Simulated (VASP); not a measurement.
# TiAl3 (I4/mmm) in VASP: further runs, part 2 of 2

VASP 6.6.1. Earlier steps stand in the parts before.

## 4. Single point, PBEsol

This run uses another cell than the first one, of 14.42 Å³/atom.

File INCAR:

```
ALGO = Normal ; EDIFF = 1E-6
ENCUT = 520 ; GGA = PS
ISIF = 2 ; ISMEAR = -1
LASPH = T ; LCHARG = F
LREAL = F ; LWAVE = F
NBANDS = 18 ; NELM = 100
PREC = Accurate ; SIGMA = 0.05
```

File KPOINTS:

```
k-points
0
Gamma
  10 10 10
```

File POSCAR:

```
TiAl3
1.0
   -1.8615498240      1.8615498240      4.1605961960
    1.8615498240     -1.8615498240      4.1605961960
    1.8615498240      1.8615498240     -4.1605961960
Ti Al
1 3
Direct
    0.0000000000      0.0000000000      0.0000000000
    0.2500000000      0.7500000000      0.5000000000
    0.7500000000      0.2500000000      0.5000000000
    0.5000000000      0.5000000000      0.0000000000
```

Potentials or basis: VASP PAW PBE potentials, release 64 (Ti_sv, Al).

On the command line:

```
cat potpaw_PBE.64/Ti_sv/POTCAR potpaw_PBE.64/Al/POTCAR > POTCAR
mpirun -np 1 vasp_std > vasp.out
```

OUTCAR:

```text
EDIFF = 1E-6
   ENCUT = 520
   GGA = PS
   ISIF = 2
   ISMEAR = -1
   LASPH = T
   LREAL = F
   NELM = 100
   PREC = Accurate

 ion  position               nearest neighbor table
   1  0.000  0.000  0.000-   4 2.63   4 2.63   4 2.63   4 2.63   3 2.79   2 2.79   3 2.79   2 2.79
                             3 2.79   3 2.79   2 2.79   2 2.79
   2  0.250  0.750  0.500-   3 2.63   3 2.63   3 2.63   3 2.63   4 2.79   1 2.79   4 2.79   4 2.79
                             1 2.79   1 2.79   4 2.79   1 2.79
   3  0.750  0.250  0.500-   2 2.63   2 2.63   2 2.63   2 2.63   4 2.79   1 2.79   4 2.79   1 2.79
                             4 2.79   4 2.79   1 2.79   1 2.79
   4  0.500  0.500  0.000-   1 2.63   1 2.63   1 2.63   1 2.63   3 2.79   2 2.79   3 2.79   3 2.79
                             2 2.79   2 2.79   3 2.79   2 2.79

  LATTYP: Found a body centered tetragonal cell.
 ALAT       =     3.7230996480
 C/A-ratio  =     2.2350173723

  Lattice vectors:

 A1 = (  -1.8615498240,   1.8615498240,   4.1605961960)
 A2 = (   1.8615498240,  -1.8615498240,   4.1605961960)
 A3 = (   1.8615498240,   1.8615498240,  -4.1605961960)

Analysis of symmetry for initial positions (statically):
=====================================================================
 Subroutine PRICEL returns:
 Original cell was already a primitive cell.

 Routine SETGRP: Setting up the symmetry group for a
 body centered tetragonal supercell.

 Subroutine GETGRP returns: Found 16 space group operations
 (whereof 16 operations were pure point group operations)
 out of a pool of 16 trial point group operations.

The static configuration has the point symmetry D_4h.

Analysis of symmetry for dynamics (positions and initial velocities):
=====================================================================
 Subroutine PRICEL returns:
 Original cell was already a primitive cell.

[... 129 lines left out ...]
   IMIX   =      4    mixing-type and parameters
     AMIX     =   0.40;   BMIX     =  1.00
     AMIX_MAG =   1.60;   BMIX_MAG =  1.00
  volume/ion in A,a.u.               =      14.42        97.30
  Fermi-wavevector in a.u.,A,eV,Ry     =   1.169032  2.209150 18.594201  1.366635
  Thomas-Fermi vector in A             =   2.305510
   LORBIT       =      0    0 simple, 1 ext, 2 COOP (PROOUT), +10 PAW based schemes
   GGA     = PS    functional components
   LHFCALC =     F    Hartree Fock is set to
   AEXX    =    0.0000 exact exchange contribution
   IVDW    =     0    specifies the selected vdW correction
   LEPSILON=     F    determine dielectric tensor
   LRPA    =     F    only Hartree local field effects (RPA)
 non-spin polarized calculation
  energy-cutoff  :      520.00
  volume of cell :       57.67
 maximum number of plane-waves:      1570
 NGX is ok and might be reduce to    40
   NGX = 19   NGY = 19   NGZ = 19

 number of electron      21.0000000 magnetization

 Free energy of the ion-electron system (eV)
  ---------------------------------------------------
  ext. energy  EPLUGINS =         0.00000000
  ---------------------------------------------------
  free energy    TOTEN  =       -22.09803490 eV

  energy without entropy =      -22.08546459  energy(sigma->0) =      -22.09174974

 E-fermi :   9.1241     XC(G=0): -11.2104

 val. band max:        9.1073736130   @ k =   0.5000   0.5000   0.3000
 cond. band min:       9.1306681181   @ k =  -0.3000  -0.3000   0.2000
 fundamental gap:      0.0232945051
 Fermi energy:         9.1240780566

 k-point     1 :       0.0000    0.0000    0.0000
  band No.  band energies     occupation
      1     -46.8364      2.00000
      2     -23.2807      2.00000
      3     -23.2807      2.00000
      4     -23.2001      2.00000
      5      -1.4134      2.00000
      6       6.2065      2.00000
[... 481 lines left out ...]
      5       2.0505      2.00000
      6       3.2027      2.00000
[... 10 lines left out ...]
     17      14.4702      0.00000
     18      15.7057      0.00000

 [... further k-points ...]

------------------------ aborting loop because EDIFF is reached ----------------------------------------

  FORCE on cell =-STRESS in cart. coord.  units (eV):
  Direction    XX          YY          ZZ          XY          YZ          ZX
  --------------------------------------------------------------------------------------
  -------------------------------------------------------------------------------------
  Total        3.6299966      3.6299966      3.6201234      0.0000000     -0.0000000      0.0000000
  in kB      100.8444280    100.8444280    100.5701421      0.0000000     -0.0000000      0.0000000
  external PRESSURE =     100.7529993 kB  Pullay stress =       0.0000000 kB

 VOLUME and BASIS-vectors are now :
 -----------------------------------------------------------------------------
  energy-cutoff  :      520.00
  volume of cell :       57.67
      direct lattice vectors                 reciprocal lattice vectors
    -1.861549824  1.861549824  4.160596196     0.000000000  0.268593402  0.120175085
     1.861549824 -1.861549824  4.160596196     0.268593402  0.000000000  0.120175085
     1.861549824  1.861549824 -4.160596196     0.268593402  0.268593402  0.000000000

 POSITION                                       TOTAL-FORCE (eV/Angst)
 -----------------------------------------------------------------------------------
      0.00000      0.00000      0.00000         0.000000     -0.000000     -0.000000
      1.86155      0.00000      2.08030        -0.000000      0.000000     -0.000000
      0.00000      1.86155      2.08030         0.000000      0.000000      0.000000
      0.00000      0.00000      4.16060         0.000000     -0.000000     -0.000000
 -----------------------------------------------------------------------------------
    total drift:                               -0.000000     -0.000000      0.000000

  FREE ENERGIE OF THE ION-ELECTRON SYSTEM (eV)
  ---------------------------------------------------
  free  energy   TOTEN  =       -22.0980349029 eV

  energy  without entropy=      -22.0854645857  energy(sigma->0) =      -22.09174974
```

OSZICAR:

```text
N       E                     dE             d eps       ncg     rms          rms(c)
DAV:   1     0.123696050275E+03    0.12370E+03   -0.92498E+03  3672   0.110E+03
DAV:   2    -0.150920887551E+02   -0.13879E+03   -0.13494E+03  3702   0.289E+02
DAV:   3    -0.238207048409E+02   -0.87286E+01   -0.85543E+01  5662   0.672E+01
DAV:   4    -0.240603480276E+02   -0.23964E+00   -0.23911E+00  4598   0.101E+01
DAV:   5    -0.240678840918E+02   -0.75361E-02   -0.75349E-02  5576   0.184E+00    0.122E+01
DAV:   6    -0.226982892111E+02    0.13696E+01   -0.17832E+01  4960   0.348E+01    0.602E+00
DAV:   7    -0.221721558334E+02    0.52613E+00   -0.58090E+00  4678   0.184E+01    0.347E+00
DAV:   8    -0.221357590384E+02    0.36397E-01   -0.82706E-01  4636   0.766E+00    0.158E+00
DAV:   9    -0.220984919563E+02    0.37267E-01   -0.28855E-01  4634   0.442E+00    0.301E-01
DAV:  10    -0.221001328647E+02   -0.16409E-02   -0.74824E-03  4458   0.625E-01    0.363E-01
DAV:  11    -0.220980562982E+02    0.20766E-02   -0.79001E-03  5010   0.665E-01    0.764E-02
DAV:  12    -0.220980364800E+02    0.19818E-04   -0.41479E-04  4944   0.148E-01    0.531E-02
DAV:  13    -0.220980376804E+02   -0.12003E-05   -0.82461E-06  4164   0.199E-02    0.678E-02
DAV:  14    -0.220980353352E+02    0.23452E-05   -0.52028E-06  4658   0.159E-02    0.225E-02
DAV:  15    -0.220980349029E+02    0.43233E-06   -0.92275E-07  2196   0.817E-03
   1 F= -.22098035E+02 E0= -.22091750E+02  d E =-.125703E-01
```

Wall time 5.1 min (1 thread of Intel Xeon 8259CL, shared host); peak memory 0.3 GiB.

What came out:

* Free energy: -22.0980 eV
* Pressure: 10.1 GPa
* Band gap on the k mesh: zero (an odd number of electrons rules out a gap without spin polarisation)

Caveat: the cell stands under pressure; the PAW data sets were made with another functional, which shifts forces and pressure a little.

## 5. Single point, PBEsol

This run uses another cell than the first one, of 14.94 Å³/atom.

File INCAR:

```
SYSTEM = TiAl3
ALGO = Fast
EDIFF = 1E-7
ENCUT = 520
GGA = PS
ISIF = 2
ISMEAR = -1
LASPH = .True.
LCHARG = .False.
LREAL = .False.
LWAVE = .False.
NBANDS = 18
NELM = 80
PREC = Accurate
SIGMA = 0.05
```

File KPOINTS:

```
k-points
0
Gamma
  10 10 10
  0 0 0
```

File POSCAR:

```
TiAl3
1.0
   -1.8832553944      1.8832553944      4.2124962065
    1.8832553944     -1.8832553944      4.2124962065
    1.8832553944      1.8832553944     -4.2124962065
Ti Al
1 3
Direct
    0.0000000000      0.0000000000      0.0000000000
    0.2500000000      0.7500000000      0.5000000000
    0.7500000000      0.2500000000      0.5000000000
    0.5000000000      0.5000000000      0.0000000000
```

On the command line:

```
cat potpaw_PBE.64/Ti_sv/POTCAR potpaw_PBE.64/Al/POTCAR > POTCAR
mpirun -np 1 vasp_std > vasp.out
```

It took 16 min on 1 thread of Intel Xeon 8259CL, shared host; peak memory 0.31 GiB.

It converged, with:

```yaml
Free_energy: -22.1963 eV
Pressure: 5.1 GPa
Band_gap_on_the_k_mesh: zero (an odd number of electrons rules out a gap without spin polarisation)
```

Levels at points of the mesh, in eV from the Fermi level:
```tsv
k point	band 9	band 10	band 11	band 12	band 13	band 14
(0.00, 0.00, 0.00)	-1.28	-1.28	0.88	1.85	1.85	2.24
(0.50, 0.00, 0.00)	-1.09	-0.29	0.53	1.93	2.17	2.88
(0.50, 0.50, 0.00)	-2.74	-2.23	-1.04	1.89	2.07	2.80
(0.50, 0.50, 0.50)	-0.90	-0.26	0.73	0.73	1.02	3.16
```

Caveat: the cell stands under pressure; the PAW data sets were made with another functional, which shifts forces and pressure a little.

## 6. Single point, LDA

This run uses another cell than the first one, of 15.15 Å³/atom.

File INCAR:

```
SYSTEM = TiAl3
PREC = Accurate
ENCUT = 520
EDIFF = 1E-7
ISMEAR = -1
SIGMA = 0.05
LREAL = .FALSE.
LASPH = .TRUE.
NELM = 100
ALGO = Fast
ISIF = 2
LWAVE = .FALSE.
LCHARG = .TRUE.
LELF = .TRUE.
LVHAR = .TRUE.
NBANDS = 18
```

File KPOINTS:

```
regular mesh
0
G
  10 10 10
  0 0 0
```

File POSCAR:

```
TiAl3
1.0
   -1.8903310156      1.8903310156      4.2392195768
    1.8903310156     -1.8903310156      4.2392195768
    1.8903310156      1.8903310156     -4.2392195768
Ti Al
1 3
Direct
    0.0000000000      0.0000000000      0.0000000000
    0.2500000000      0.7500000000      0.5000000000
    0.7500000000      0.2500000000      0.5000000000
    0.5000000000      0.5000000000      0.0000000000
```

Potentials or basis: VASP PAW LDA potentials, release 64 (Ti_sv, Al).

On the command line:

```
cat potpaw_LDA.64/Ti_sv/POTCAR potpaw_LDA.64/Al/POTCAR > POTCAR
mpirun -np 1 vasp_std > vasp.out
```

It took 17 min on 1 thread of Intel Xeon 8259CL, shared host; peak memory 0.27 GiB.

It converged, with:

```
Free energy            : -22.8019 eV
Pressure               : 0.1 GPa
Band gap on the k mesh : zero (an odd number of electrons rules out a gap without spin polarisation)
```

Levels at points of the mesh, in eV from the Fermi level:
```tsv
k point	band 7	band 8	band 9	band 10	band 11	band 12	band 13	band 14	band 15	band 16
(0.00, 0.00, 0.00)	-2.62	-1.47	-1.24	-1.24	0.87	1.86	1.86	2.33	2.62	3.97
(0.50, 0.00, 0.00)	-3.65	-2.92	-1.07	-0.28	0.52	1.86	2.18	2.82	3.29	4.67
(0.50, 0.50, 0.00)	-4.42	-3.79	-2.66	-2.20	-1.02	1.84	1.99	2.80	2.96	3.34
(0.50, 0.50, 0.50)	-2.05	-0.86	-0.86	-0.23	0.71	0.71	0.99	3.16	4.97	6.27
```

## 7. Overview

| level | potentials or basis | cell | gap on the mesh (eV) | pressure (GPa) |
| --- | --- | --- | --- | --- |
| PBEsol | VASP PAW PBE potentials, release 64 (Ti_sv, Al) | a = 4.745 Å, angles 135.5, 135.5, 64.7°, 4 atoms | none | 30.1 |
| PBEsol | VASP PAW PBE potentials, release 64 (Ti_sv, Al) | a = 4.824 Å, angles 135.5, 135.5, 64.7°, 4 atoms | none | 20.1 |
| PBEsol | VASP PAW PBE potentials, release 64 (Ti_sv, Al) | a = 4.924 Å, angles 135.6, 135.6, 64.6°, 4 atoms | none | 10.1 |
| PBEsol | VASP PAW PBE potentials, release 64 (Ti_sv, Al) | a = 4.984 Å, angles 135.6, 135.6, 64.6°, 4 atoms | none | 5.1 |
| LDA | VASP PAW LDA potentials, release 64 (Ti_sv, Al) | a = 5.012 Å, angles 135.7, 135.7, 64.5°, 4 atoms | none | 0.1 |

Alike in all rows: task single point; no spin polarisation; k mesh 10 × 10 × 10; cutoff (eV) 520; smearing fermi-dirac 0.05 eV.

Caveats: the cell stands under pressure (at least some runs); the PAW data sets were made with another functional, which shifts forces and pressure a little (at least some runs).

Total energies depend on the potentials used, so only differences within one code and one set of settings carry meaning.
